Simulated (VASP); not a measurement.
# Ta (I4_1/amd) in VASP: a series of runs

Runs on Ta. Level: PBE. Tasks: single point.

Program: VASP 6.6.1. These are calculated values, not measurements. Logs are shortened: lines on timing, memory, paths and dates and some standing lists are left out, and cuts for length are marked.

### 1 The cell of the first run

Symmetry: I4_1/amd, No. 141, tetragonal system. The conventional cell has a = 4.331 Å, b = 4.331 Å, c = 2.371 Å, α = 90.00°, β = 90.00°, γ = 90.00°. Within 3.0 Å of Ta (site symmetry -4m2) lie 10 Ta at 2.24 to 2.80 Å.

### 2 Single point, PBE

The input, INCAR:

```
SYSTEM = Ta
PREC = Accurate
ENCUT = 520
EDIFF = 1E-7
ISMEAR = -1
SIGMA = 0.05
LREAL = .FALSE.
LASPH = .TRUE.
NELM = 60
ALGO = Normal
ISIF = 2
LWAVE = .FALSE.
LCHARG = .TRUE.
GGA = PE
LELF = .TRUE.
LVHAR = .TRUE.
NBANDS = 18
```

The input, KPOINTS:

```
regular mesh
0
G
  18 18 18
  0 0 0
```

The input, POSCAR:

```
Ta
1.0
   -2.1652802861      2.1652802861      1.1853010425
    2.1652802861     -2.1652802861      1.1853010425
    2.1652802861      2.1652802861     -1.1853010425
Ta
2
Direct
   -0.3750000000     -0.1250000000     -0.2500000000
    0.3750000000      0.1250000000      0.2500000000
```

Potentials or basis: VASP PAW PBE potentials, release 64 (Ta_pv).

Started as:

```sh
cat potpaw_PBE.64/Ta_pv/POTCAR > POTCAR
mpirun -np 1 vasp_std > vasp.out
```

OUTCAR:

```text
SYSTEM = Ta
   PREC = Accurate
   ENCUT = 520
   EDIFF = 1E-7
   ISMEAR = -1
   LREAL = .FALSE.
   LASPH = .TRUE.
   NELM = 60
   ISIF = 2
   GGA = PE

 ion  position               nearest neighbor table
   1  0.625  0.875  0.750-   2 2.24   2 2.24   2 2.24   2 2.24   2 2.80   2 2.80   2 2.80   2 2.80

   2  0.375  0.125  0.250-   1 2.24   1 2.24   1 2.24   1 2.24   1 2.80   1 2.80   1 2.80   1 2.80

  LATTYP: Found a body centered tetragonal cell.
 ALAT       =     4.3305605722
 C/A-ratio  =     0.5474122912

  Lattice vectors:

 A1 = (  -2.1652802861,   2.1652802861,   1.1853010425)
 A2 = (   2.1652802861,  -2.1652802861,   1.1853010425)
 A3 = (   2.1652802861,   2.1652802861,  -1.1853010425)

Analysis of symmetry for initial positions (statically):
=====================================================================
 Subroutine PRICEL returns:
 Original cell was already a primitive cell.

 Routine SETGRP: Setting up the symmetry group for a
 body centered tetragonal supercell.

 Subroutine GETGRP returns: Found 16 space group operations
 (whereof  4 operations were pure point group operations)
 out of a pool of 16 trial point group operations.

The static configuration has the point symmetry C_2h.
 The point group associated with its full space group is D_4h.

Analysis of symmetry for dynamics (positions and initial velocities):
=====================================================================
 Subroutine PRICEL returns:
 Original cell was already a primitive cell.

 Routine SETGRP: Setting up the symmetry group for a
 body centered tetragonal supercell.

 Subroutine GETGRP returns: Found 16 space group operations
 (whereof  4 operations were pure point group operations)
 out of a pool of 16 trial point group operations.

The dynamic configuration has the point symmetry C_2h.
 The point group associated with its full space group is D_4h.

 Subroutine INISYM returns: Found 16 space group operations
 (whereof  4 operations are pure point group operations),
 and found     1 'primitive' translations

----------------------------------------------------------------------------------------

                                     Primitive cell

  volume of cell :      22.2288

  direct lattice vectors                    reciprocal lattice vectors
[... 82 lines left out ...]
   LNONCOLLINEAR =      F non collinear calculations
   LSORBIT =      F    spin-orbit coupling
   LASPH  =      T    aspherical Exc in radial PAW
   ENCUT  =  520.0 eV  38.22 Ry    6.18 a.u.   6.11  6.11  6.11*2*pi/ulx,y,z
   NELM   =     60;   NELMIN=  2; NELMDL= -5     # of ELM steps
   EDIFF  = 0.1E-06   stopping-criterion for ELM
   LREAL  =      F    real-space projection
   EDIFFG = 0.1E-05   stopping-criterion for IOM
   NSW    =      0    number of steps for IOM
   IBRION =     -1    ionic relax: 0-MD 1-quasi-New 2-CG
   NFREE  =      0    steps in history (QN), initial steepest desc. (CG)
   ISIF   =      2    stress and relaxation
   ISYM   =      2    0-nonsym 1-usesym 2-fastsym
   POTIM  = 0.5000    time-step for ionic-motion
   TEBEG  =    0.0;   TEEND  =   0.0 temperature during run
   PSTRESS=    0.0 pullay stress
   NELECT =      22.0000    total number of electrons
   NUPDOWN=      -1.0000    fix difference up-down
   EMIN   =  10.00;   EMAX   =-10.00  energy-range for DOS
   EFERMI =   0.00;   METHOD = LEGACY
   ISMEAR =    -1;   SIGMA  =   0.05  broadening in eV -4-tet -1-fermi 0-gaus
   EFERMI_NEDOS =   21; number of points for ismear=-14 and -15
   IALGO  =     38    algorithm
   IMIX   =      4    mixing-type and parameters
     AMIX     =   0.40;   BMIX     =  1.00
     AMIX_MAG =   1.60;   BMIX_MAG =  1.00
  volume/ion in A,a.u.               =      11.11        75.00
  Fermi-wavevector in a.u.,A,eV,Ry     =   1.631461  3.083015 36.214161  2.661666
  Thomas-Fermi vector in A             =   2.723593
   LORBIT       =      0    0 simple, 1 ext, 2 COOP (PROOUT), +10 PAW based schemes
   GGA     = PE    functional components
   LHFCALC =     F    Hartree Fock is set to
   AEXX    =    0.0000 exact exchange contribution
   IVDW    =     0    specifies the selected vdW correction
   LEPSILON=     F    determine dielectric tensor
   LRPA    =     F    only Hartree local field effects (RPA)
 non-spin polarized calculation
  energy-cutoff  :      520.00
  volume of cell :       22.23
 maximum number of plane-waves:       620
   NGX = 13   NGY = 13   NGZ = 13

 number of electron      22.0000004 magnetization

 Free energy of the ion-electron system (eV)
  ---------------------------------------------------
  ext. energy  EPLUGINS =         0.00000000
  ---------------------------------------------------
  free energy    TOTEN  =       -12.86320031 eV

  energy without entropy =      -12.85532898  energy(sigma->0) =      -12.85926465

 E-fermi :  11.0770     XC(G=0): -15.2376

 val. band max:       11.0766807659   @ k =  -0.1667   0.5000   0.1111
 cond. band min:      11.0843805016   @ k =  -0.2222  -0.3889   0.2222
 fundamental gap:      0.0076997356
 Fermi energy:        11.0770258598

 k-point     1 :       0.0000    0.0000    0.0000
  band No.  band energies     occupation
      1     -25.6874      2.00000
      2     -25.6874      2.00000
      3     -21.3069      2.00000
      4     -21.2444      2.00000
      5     -21.0098      2.00000
      6     -21.0098      2.00000
[... 481 lines left out ...]
      5     -21.4640      2.00000
      6     -20.9569      2.00000
[... 10 lines left out ...]
     17      22.5734      0.00000
     18      25.3477      0.00000

 [... further k-points ...]

------------------------ aborting loop because EDIFF is reached ----------------------------------------

  FORCE on cell =-STRESS in cart. coord.  units (eV):
  Direction    XX          YY          ZZ          XY          YZ          ZX
  --------------------------------------------------------------------------------------
  -------------------------------------------------------------------------------------
  Total       38.8715083     38.8715083     38.7842046      0.0000000     -0.0000000     -0.0000000
  in kB     2801.7222127   2801.7222127   2795.4296675      0.0000000     -0.0000000     -0.0000000
  external PRESSURE =    2799.6246977 kB  Pullay stress =       0.0000000 kB

 VOLUME and BASIS-vectors are now :
 -----------------------------------------------------------------------------
  energy-cutoff  :      520.00
  volume of cell :       22.23
      direct lattice vectors                 reciprocal lattice vectors
    -2.165280286  2.165280286  1.185301042     0.000000000  0.230916987  0.421833764
     2.165280286 -2.165280286  1.185301042     0.230916987  0.000000000  0.421833764
     2.165280286  2.165280286 -1.185301042     0.230916987  0.230916987  0.000000000

 POSITION                                       TOTAL-FORCE (eV/Angst)
 -----------------------------------------------------------------------------------
      2.16528      1.08264      0.88898        -0.000000     -0.000000      0.000000
      0.00000      1.08264      0.29633         0.000000      0.000000     -0.000000
 -----------------------------------------------------------------------------------
    total drift:                               -0.000000      0.000000      0.000000

  FREE ENERGIE OF THE ION-ELECTRON SYSTEM (eV)
  ---------------------------------------------------
  free  energy   TOTEN  =       -12.8632003112 eV

  energy  without entropy=      -12.8553289833  energy(sigma->0) =      -12.85926465
```

OSZICAR:

```text
N       E                     dE             d eps       ncg     rms          rms(c)
DAV:   1     0.186343191357E+03    0.18634E+03   -0.12917E+04 17320   0.139E+03
DAV:   2    -0.908527495633E+01   -0.19543E+03   -0.19123E+03 19914   0.390E+02
DAV:   3    -0.134155318770E+02   -0.43303E+01   -0.42970E+01 18956   0.553E+01
DAV:   4    -0.134354821047E+02   -0.19950E-01   -0.19940E-01 20010   0.373E+00
DAV:   5    -0.134355949327E+02   -0.11283E-03   -0.11282E-03 19584   0.235E-01    0.470E+01
DAV:   6    -0.130455544030E+02    0.39004E+00   -0.11009E-01 19260   0.319E+00    0.270E+01
DAV:   7    -0.128640321584E+02    0.18152E+00   -0.16188E-01 18544   0.366E+00    0.408E-01
DAV:   8    -0.128631455632E+02    0.88660E-03   -0.80551E-03 20608   0.841E-01    0.158E-01
DAV:   9    -0.128632026718E+02   -0.57109E-04   -0.88029E-05 20228   0.811E-02    0.614E-02
DAV:  10    -0.128632003069E+02    0.23649E-05   -0.53101E-06 21226   0.261E-02    0.358E-03
DAV:  11    -0.128632003112E+02   -0.42874E-08   -0.87849E-08 14964   0.300E-03
   1 F= -.12863200E+02 E0= -.12859265E+02  d E =-.787133E-02
```

Wall time 71 s (1 thread of Intel Xeon Platinum 8488C (Sapphire Rapids), shared host); peak memory 0.27 GiB.

Results:

* Free energy: -12.8632 eV
* Pressure: 280.0 GPa
* Band gap on the k mesh: zero (bands 11 and 12 overlap by 3.19 eV)

Stress tensor (GPa, compression positive):
```
280.17   0.00   0.00
  0.00 280.17   0.00
  0.00   0.00 279.54
```

Caveat: the cell stands under pressure; spin-orbit coupling is left out, which moves the levels of the heavy elements.

### 3 Single point, PBE

This run uses another cell than the first one, of 11.16 Å³/atom.

The input, INCAR:

```
PREC = Accurate
ENCUT = 520
EDIFF = 1E-7
ISMEAR = -1
SIGMA = 0.05
LREAL = False
LASPH = True
NELM = 100
ALGO = Normal
ISIF = 2
LWAVE = False
LCHARG = True
GGA = PE
LELF = True
LVHAR = True
NBANDS = 18
```

The input, KPOINTS:

```
Automatic mesh
0
Gamma
  18 18 18
```

The input, POSCAR:

```
Ta
1.0
   -2.1681090526      2.1681090526      1.1868477810
    2.1681090526     -2.1681090526      1.1868477810
    2.1681090526      2.1681090526     -1.1868477810
Ta
2
Direct
   -0.3750000000     -0.1250000000     -0.2500000000
    0.3750000000      0.1250000000      0.2500000000
```

Potentials or basis: VASP PAW PBE potentials, release 64 (Ta_pv).

Started as:

```sh
cat potpaw_PBE.64/Ta_pv/POTCAR > POTCAR
mpirun -np 1 vasp_std > vasp.out
```

Run time: 72 s. Hardware: 1 thread of Intel Xeon Platinum 8488C (Sapphire Rapids), shared host; peak memory 0.27 GiB.

The run converged. Its results:

| Quantity | Value |
| --- | --- |
| Free energy | -13.0145 eV |
| Pressure | 275.8 GPa |
| Band gap on the k mesh | zero (bands 11 and 12 overlap by 3.16 eV) |

Stress tensor (GPa, compression positive):
```
276.00   0.00   0.00
  0.00 276.00   0.00
  0.00   0.00 275.39
```

Levels at points of the mesh, in eV from the Fermi level:
| k point | band 8 | band 9 | band 10 | band 11 | band 12 | band 13 | band 14 | band 15 |
| --- | --- | --- | --- | --- | --- | --- | --- | --- |
| (0.00, 0.00, 0.00) | -9.76 | -5.35 | -4.53 | -3.16 | 3.34 | 3.34 | 3.87 | 3.87 |
| (0.50, 0.00, 0.00) | -7.27 | -4.75 | -2.24 | -0.34 | 1.50 | 3.15 | 3.57 | 8.20 |
| (0.50, 0.50, 0.00) | -6.22 | -3.53 | -3.53 | 0.31 | 0.31 | 2.99 | 2.99 | 6.77 |
| (0.50, 0.50, 0.50) | -6.14 | -2.50 | -2.50 | 1.51 | 1.51 | 2.94 | 2.94 | 5.66 |

Caveat: the cell stands under pressure; spin-orbit coupling is left out, which moves the levels of the heavy elements.
